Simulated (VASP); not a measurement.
BePtBr6:

```
Be Pt Br
1.0
     0.00000    5.34602    5.34602
     5.34602    0.00000    5.34602
     5.34602    5.34602    0.00000
Be Pt Br
1 1 6
Direct
  0.50000 0.50000 0.50000
  0.00000 0.00000 0.00000
  0.74322 0.25678 0.25678
  0.25678 0.74322 0.74322
  0.25678 0.74322 0.25678
  0.74322 0.25678 0.74322
  0.25678 0.25678 0.74322
  0.74322 0.74322 0.25678
```

* Program: VASP 6.6.1
* Task: relaxation of cell and atoms
* Functional: PBE
* Potentials or basis: VASP PAW PBE potentials, release 64 (Be, Pt, Br)
* Cutoff: 600 eV
* k mesh: 4 × 4 × 4
* Occupations: gaussian, width 0.1 eV
* Spin: no spin polarisation

At the start: pressure -4.7 GPa; volume 38.20 Å³/atom.

How do energy, volume and symmetry change on relaxing?

Over 4 steps the energy falls by 126.7 meV/atom and the volume is 31.28 Å³/atom (-18.1 %); space group Fm-3m (No. 225, to 0.05 Å).

The path:
```tsv
step	energy change (eV)	largest force (eV/Å)	pressure (GPa)	volume (Å³)
1	0.0000	0.3687	-4.70	305.58
2	-0.9849	0.1348	-1.10	258.65
3	-1.0138	0.0440	-0.04	251.23
4	-1.0136	0.0299	0.13	250.22
```

Final structure:
```
Be Pt Br
1.0
     0.00000    5.00145    5.00145
     5.00145    0.00000    5.00145
     5.00145    5.00145    0.00000
Be Pt Br
1 1 6
Cartesian
  5.0015 5.0015 5.0015
  5.0015 5.0015 0.0000
  2.5485 5.0015 5.0015
  7.4544 5.0015 5.0015
  5.0015 2.5485 5.0015
  5.0015 7.4544 5.0015
  5.0015 5.0015 2.5485
  5.0015 5.0015 7.4544
```

Caveat: the volume moved by over 15 % at a fixed basis, so the end points are rough.
